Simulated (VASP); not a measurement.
# InSb3 in VASP: notebook

InSb3 is run at these levels: PBE, PBE-based screened hybrid; tasks: single point.

Everything below comes from runs of VASP 6.6.1. Logs are shortened: lines on timing, memory, paths and dates and some standing lists are left out, and cuts for length are marked.

## 1. The cell of the first run

The structure is cubic, space group Pm-3m (No. 221). Conventional cell: a = 4.901 Å, b = 4.901 Å, c = 4.901 Å, α = 90.00°, β = 90.00°, γ = 90.00°. Sb (site symmetry 4/mmm) has 8 Sb at 3.47 Å and 4 In at 3.47 Å within 4.6 Å. In (site symmetry m-3m) has 12 Sb at 3.47 Å within 4.6 Å.

## 2. Single point, PBE

INCAR reads:

```
  PREC = Accurate
  ENCUT = 520
  EDIFF = 1E-6
  ISMEAR = -1
  SIGMA = 0.05
  LREAL = False
  LASPH = True
  NELM = 60
  ALGO = Normal
  ISIF = 2
  LWAVE = False
  LCHARG = False
  GGA = PE
  NBANDS = 22
```

KPOINTS reads:

```
Automatic mesh
0
Gamma
  6 6 6
```

POSCAR reads:

```
InSb3
1.0
    4.9006334225      0.0000000000      0.0000000000
    0.0000000000      4.9006334225      0.0000000000
    0.0000000000      0.0000000000      4.9006334225
Sb In
3 1
Direct
    0.5000000000      0.5000000000      0.0000000000
    0.0000000000      0.5000000000      0.5000000000
    0.5000000000      0.0000000000      0.5000000000
    0.0000000000      0.0000000000      0.0000000000
```

Potentials or basis: VASP PAW PBE potentials, release 64 (Sb, In_d).

Command:

```sh
> cat potpaw_PBE.64/Sb/POTCAR potpaw_PBE.64/In_d/POTCAR > POTCAR
> mpirun -np 1 vasp_std > vasp.out
```

OUTCAR:

```text
PREC = Accurate
   ENCUT = 520
   EDIFF = 1E-6
   ISMEAR = -1
   LREAL = False
   LASPH = True
   NELM = 60
   ISIF = 2
   GGA = PE

 ion  position               nearest neighbor table
   1  0.500  0.500  0.000-   2 3.47   3 3.47   4 3.47   2 3.47   3 3.47   3 3.47   4 3.47   3 3.47
                             2 3.47   4 3.47   2 3.47   4 3.47
   2  0.000  0.500  0.500-   1 3.47   3 3.47   4 3.47   1 3.47   4 3.47   3 3.47   4 3.47   4 3.47
                             1 3.47   3 3.47   1 3.47   3 3.47
   3  0.500  0.000  0.500-   1 3.47   2 3.47   4 3.47   1 3.47   4 3.47   1 3.47   2 3.47   1 3.47
                             2 3.47   4 3.47   4 3.47   2 3.47
   4  0.000  0.000  0.000-   1 3.47   2 3.47   3 3.47   2 3.47   3 3.47   1 3.47   2 3.47   2 3.47
                             1 3.47   3 3.47   3 3.47   1 3.47

  LATTYP: Found a simple cubic cell.
 ALAT       =     4.9006334225

  Lattice vectors:

 A1 = (   4.9006334225,   0.0000000000,   0.0000000000)
 A2 = (   0.0000000000,   4.9006334225,   0.0000000000)
 A3 = (   0.0000000000,   0.0000000000,   4.9006334225)

Analysis of symmetry for initial positions (statically):
=====================================================================
 Subroutine PRICEL returns:
 Original cell was already a primitive cell.

 Routine SETGRP: Setting up the symmetry group for a
 simple cubic supercell.

 Subroutine GETGRP returns: Found 48 space group operations
 (whereof 48 operations were pure point group operations)
 out of a pool of 48 trial point group operations.

The static configuration has the point symmetry O_h .

Analysis of symmetry for dynamics (positions and initial velocities):
=====================================================================
 Subroutine PRICEL returns:
 Original cell was already a primitive cell.

 Routine SETGRP: Setting up the symmetry group for a
 simple cubic supercell.

 Subroutine GETGRP returns: Found 48 space group operations
 (whereof 48 operations were pure point group operations)
 out of a pool of 48 trial point group operations.

The dynamic configuration has the point symmetry O_h .

 Subroutine INISYM returns: Found 48 space group operations
 (whereof 48 operations are pure point group operations),
 and found     1 'primitive' translations

----------------------------------------------------------------------------------------

                                     Primitive cell

  volume of cell :     117.6946

  direct lattice vectors                    reciprocal lattice vectors
     4.900633423  0.000000000  0.000000000     0.204055254  0.000000000  0.000000000
     0.000000000  4.900633423  0.000000000     0.000000000  0.204055254  0.000000000
     0.000000000  0.000000000  4.900633423     0.000000000  0.000000000  0.204055254

  length of vectors
     4.900633423  4.900633423  4.900633423     0.204055254  0.204055254  0.204055254

  position of ions in fractional coordinates (direct lattice)
     0.500000000  0.500000000  0.000000000
     0.000000000  0.500000000  0.500000000
     0.500000000  0.000000000  0.500000000
     0.000000000  0.000000000  0.000000000

  ion indices of the primitive-cell ions
   primitive index   ion index
                 1           1
                 2           2
                 3           3
                 4           4

----------------------------------------------------------------------------------------

 KPOINTS: Automatic mesh

Automatic generation of k-mesh.
 Grid dimensions read from file:
 generate k-points for:    6    6    6

 Generating k-lattice:

  Cartesian coordinates                     Fractional coordinates (reciprocal lattice)
     0.034009209  0.000000000  0.000000000     0.166666667  0.000000000  0.000000000
     0.000000000  0.034009209  0.000000000     0.000000000  0.166666667  0.000000000
     0.000000000  0.000000000  0.034009209     0.000000000  0.000000000  0.166666667

  Length of vectors
     0.034009209  0.034009209  0.034009209

  Shift w.r.t. Gamma in fractional coordinates (k-lattice)
     0.000000000  0.000000000  0.000000000

 Subroutine IBZKPT returns following result:
 ===========================================

 Found     20 irreducible k-points:

 Following reciprocal coordinates:
            Coordinates               Weight
  0.000000  0.000000  0.000000      1.000000
  0.166667  0.000000  0.000000      6.000000
  0.333333  0.000000  0.000000      6.000000
  0.500000  0.000000  0.000000      3.000000
  0.166667  0.166667  0.000000     12.000000
  0.333333  0.166667  0.000000     24.000000
[... 12 lines left out ...]
  0.500000  0.500000  0.333333      6.000000
  0.500000  0.500000  0.500000      1.000000
   k-points           NKPTS =     20   k-points in BZ     NKDIM =     20   number of bands    NBANDS=     22
   number of dos      NEDOS =    301   number of ions     NIONS =      4
   total plane-waves  NPLWV =  46656
   dimension x,y,z NGX =    36 NGY =   36 NGZ =   36
   dimension x,y,z NGXF=    72 NGYF=   72 NGZF=   72
   ions per type =               3   1
   NGX,Y,Z   is equivalent  to a cutoff of  12.21, 12.21, 12.21 a.u.
   NGXF,Y,Z  is equivalent  to a cutoff of  24.42, 24.42, 24.42 a.u.
 SYSTEM =  unknown system
   PREC   = accura    normal or accurate (medium, high low for compatibility)
   ISTART =      0    job   : 0-new  1-cont  2-samecut
   ICHARG =      2    charge: 1-file 2-atom 10-const
   ISPIN  =      1    spin polarized calculation?
   LNONCOLLINEAR =      F non collinear calculations
   LSORBIT =      F    spin-orbit coupling
   LASPH  =      T    aspherical Exc in radial PAW
   ENCUT  =  520.0 eV  38.22 Ry    6.18 a.u.   9.11  9.11  9.11*2*pi/ulx,y,z
   NELM   =     60;   NELMIN=  2; NELMDL= -5     # of ELM steps
   EDIFF  = 0.1E-05   stopping-criterion for ELM
   LREAL  =      F    real-space projection
   EDIFFG = 0.1E-04   stopping-criterion for IOM
   NSW    =      0    number of steps for IOM
   IBRION =     -1    ionic relax: 0-MD 1-quasi-New 2-CG
   NFREE  =      0    steps in history (QN), initial steepest desc. (CG)
   ISIF   =      2    stress and relaxation
   ISYM   =      2    0-nonsym 1-usesym 2-fastsym
   POTIM  = 0.5000    time-step for ionic-motion
   TEBEG  =    0.0;   TEEND  =   0.0 temperature during run
   PSTRESS=    0.0 pullay stress
   NELECT =      28.0000    total number of electrons
   NUPDOWN=      -1.0000    fix difference up-down
   EMIN   =  10.00;   EMAX   =-10.00  energy-range for DOS
   EFERMI =   0.00;   METHOD = LEGACY
   ISMEAR =    -1;   SIGMA  =   0.05  broadening in eV -4-tet -1-fermi 0-gaus
   EFERMI_NEDOS =   21; number of points for ismear=-14 and -15
   IALGO  =     38    algorithm
   IMIX   =      4    mixing-type and parameters
     AMIX     =   0.40;   BMIX     =  1.00
     AMIX_MAG =   1.60;   BMIX_MAG =  1.00
  volume/ion in A,a.u.               =      29.42       198.56
  Fermi-wavevector in a.u.,A,eV,Ry     =   1.014399  1.916935 14.000455  1.029004
  Thomas-Fermi vector in A             =   2.147624
   LORBIT       =      0    0 simple, 1 ext, 2 COOP (PROOUT), +10 PAW based schemes
   GGA     = PE    functional components
   LHFCALC =     F    Hartree Fock is set to
   AEXX    =    0.0000 exact exchange contribution
   IVDW    =     0    specifies the selected vdW correction
   LEPSILON=     F    determine dielectric tensor
   LRPA    =     F    only Hartree local field effects (RPA)
 non-spin polarized calculation
  energy-cutoff  :      520.00
  volume of cell :      117.69
 maximum number of plane-waves:      3191
   NGX = 19   NGY = 19   NGZ = 19

 number of electron      27.9999985 magnetization

 Free energy of the ion-electron system (eV)
  ---------------------------------------------------
  ext. energy  EPLUGINS =         0.00000000
  ---------------------------------------------------
  free energy    TOTEN  =       -14.20054455 eV

  energy without entropy =      -14.17714977  energy(sigma->0) =      -14.18884716

 E-fermi :   7.1638     XC(G=0):  -9.8045

 val. band max:        7.1602084870   @ k =   0.5000   0.3333   0.0000
 cond. band min:       7.2161664601   @ k =   0.5000   0.3333   0.0000
 fundamental gap:      0.0559579730
 Fermi energy:         7.1638404752

 k-point     1 :       0.0000    0.0000    0.0000
  band No.  band energies     occupation
      1      -7.3413      2.00000
      2      -7.3413      2.00000
      3      -7.3291      2.00000
      4      -7.3291      2.00000
      5      -7.3291      2.00000
      6      -4.6284      2.00000
[... 14 lines left out ...]
     21      11.9560      0.00000
     22      12.2939      0.00000

 k-point     2 :       0.1667    0.0000    0.0000
  band No.  band energies     occupation
      1      -7.3403      2.00000
      2      -7.3382      2.00000
      3      -7.3312      2.00000
      4      -7.3312      2.00000
      5      -7.3291      2.00000
      6      -4.4708      2.00000
[... 14 lines left out ...]
     21      12.5274      0.00000
     22      12.6780      0.00000

 k-point     3 :       0.3333    0.0000    0.0000
  band No.  band energies     occupation
      1      -7.3382      2.00000
      2      -7.3354      2.00000
      3      -7.3354      2.00000
      4      -7.3320      2.00000
      5      -7.3290      2.00000
      6      -4.0175      2.00000
[... 14 lines left out ...]
     21      11.6191      0.00000
     22      12.8138      0.00000
[... 376 lines left out ...]
 k-point    19 :       0.5000    0.5000    0.3333
  band No.  band energies     occupation
      1      -7.3537      2.00000
      2      -7.3490      2.00000
      3      -7.3490      2.00000
      4      -7.3200      2.00000
      5      -7.3168      2.00000
      6      -1.8933      2.00000
[... 14 lines left out ...]
     21      12.7588      0.00000
     22      15.1213      0.00000

 k-point    20 :       0.5000    0.5000    0.5000
  band No.  band energies     occupation
      1      -7.3530      2.00000
      2      -7.3530      2.00000
      3      -7.3530      2.00000
      4      -7.3165      2.00000
      5      -7.3165      2.00000
      6      -1.7547      2.00000
[... 14 lines left out ...]
     21      13.2178      0.00000
     22      15.1298      0.00000

------------------------ aborting loop because EDIFF is reached ----------------------------------------

  FORCE on cell =-STRESS in cart. coord.  units (eV):
  Direction    XX          YY          ZZ          XY          YZ          ZX
  --------------------------------------------------------------------------------------
  -------------------------------------------------------------------------------------
  Total       -1.8333776     -1.8333776     -1.8333776     -0.0000000     -0.0000000      0.0000000
  in kB      -24.9577741    -24.9577741    -24.9577741     -0.0000000     -0.0000000      0.0000000
  external PRESSURE =     -24.9577741 kB  Pullay stress =       0.0000000 kB

 VOLUME and BASIS-vectors are now :
 -----------------------------------------------------------------------------
  energy-cutoff  :      520.00
  volume of cell :      117.69
      direct lattice vectors                 reciprocal lattice vectors
     4.900633423  0.000000000  0.000000000     0.204055254  0.000000000  0.000000000
     0.000000000  4.900633423  0.000000000     0.000000000  0.204055254  0.000000000
     0.000000000  0.000000000  4.900633423     0.000000000  0.000000000  0.204055254

 POSITION                                       TOTAL-FORCE (eV/Angst)
 -----------------------------------------------------------------------------------
      2.45032      2.45032      0.00000         0.000000      0.000000      0.000000
      0.00000      2.45032      2.45032         0.000000      0.000000      0.000000
      2.45032      0.00000      2.45032         0.000000      0.000000      0.000000
      0.00000      0.00000      0.00000         0.000000      0.000000      0.000000
 -----------------------------------------------------------------------------------
    total drift:                               -0.000000     -0.000000     -0.000000

  FREE ENERGIE OF THE ION-ELECTRON SYSTEM (eV)
  ---------------------------------------------------
  free  energy   TOTEN  =       -14.2005445505 eV

  energy  without entropy=      -14.1771497748  energy(sigma->0) =      -14.18884716
```

Run time: 19 s. Hardware: 1 thread of AMD EPYC 9R45 (Zen 5), shared host; peak memory 0.19 GiB.

What came out:

```yaml
Free_energy: -14.2005 eV
Pressure: -2.5 GPa
Band_gap_on_the_k_mesh: zero (band 14 reaches 10.38 eV, above the bottom of band 15 at 6.11 eV)
```

Caveat: spin-orbit coupling is left out, which moves the levels of the heavy elements.

## 3. Single point, PBE (atoms moved at random)

INCAR reads:

```
PREC     = Accurate       # precision mode
ENCUT    = 520            # plane-wave cutoff, eV
EDIFF    = 1E-6           # SCF threshold, eV
ISMEAR   = -1             # smearing method
SIGMA    = 0.05           # smearing width, eV
LREAL    = False          # projectors in reciprocal space
LASPH    = True           # aspherical terms in the spheres
NELM     = 60             # most SCF steps
ALGO     = Normal         # electronic algorithm
ISIF     = 2              # what is computed and relaxed
LWAVE    = False          # write WAVECAR
LCHARG   = False          # write CHGCAR
GGA      = PE             # functional
NBANDS   = 22             # bands
```

KPOINTS reads:

```
regular mesh
0
Gamma
  6 6 6
```

POSCAR reads:

```
InSb3
1.0
    4.8063670000      0.0000000000      0.0000000000
    0.0000000000      4.8063670000      0.0000000000
    0.0000000000      0.0000000000      4.8063670000
Sb In
3 1
Direct
    0.5105020000      0.4886910000     -0.0062530000
    0.0002960000      0.5084560000      0.5041920000
    0.5009570000     -0.0012920000      0.5004910000
   -0.0042560000     -0.0027610000      0.0041050000
```

Potentials or basis: VASP PAW PBE potentials, release 64 (Sb, In_d).

Command:

```sh
> cat potpaw_PBE.64/Sb/POTCAR potpaw_PBE.64/In_d/POTCAR > POTCAR
> mpirun -np 1 vasp_std > vasp.out
```

Run time: 98 s. Hardware: 1 thread of AMD EPYC 9R45 (Zen 5), shared host; peak memory 0.36 GiB.

Results (log left out):

| Item | Value |
| --- | --- |
| Free energy | -14.2523 eV |
| Pressure | 0.2 GPa |
| Largest force | 0.091 eV/Å |
| Band gap on the k mesh | zero (band 14 reaches 11.34 eV, above the bottom of band 15 at 6.76 eV) |

Forces on the atoms (eV/Å):
```
Sb  -0.050 -0.024 -0.012
Sb   0.030  0.012  0.002
Sb  -0.069  0.004 -0.007
In   0.089  0.009  0.018
```

Levels at points of the mesh, in eV from the Fermi level:
```tsv
k point	band 12	band 13	band 14	band 15	band 16	band 17
(0.00, 0.00, 0.00)	-3.59	0.40	0.42	0.42	1.70	1.72
(0.50, 0.00, 0.00)	-2.14	-2.11	-1.10	-0.84	1.97	2.10
(0.00, 0.50, 0.00)	-2.13	-2.13	-1.13	-0.86	1.98	2.11
(0.00, 0.00, 0.50)	-2.14	-2.11	-1.11	-0.84	1.97	2.10
(0.50, 0.50, 0.00)	-1.65	-1.42	-1.13	-1.04	-0.47	1.03
(0.00, 0.50, 0.50)	-1.65	-1.42	-1.12	-1.03	-0.48	1.03
(0.50, 0.00, 0.50)	-1.67	-1.39	-1.11	-1.10	-0.47	1.02
(0.50, 0.50, 0.50)	-4.98	-4.75	3.49	3.49	3.55	3.55
```

Caveat: the cell differs from its parent crystal (atoms moved at random); spin-orbit coupling is left out, which moves the levels of the heavy elements.

(Continued in part 2 of 2.)
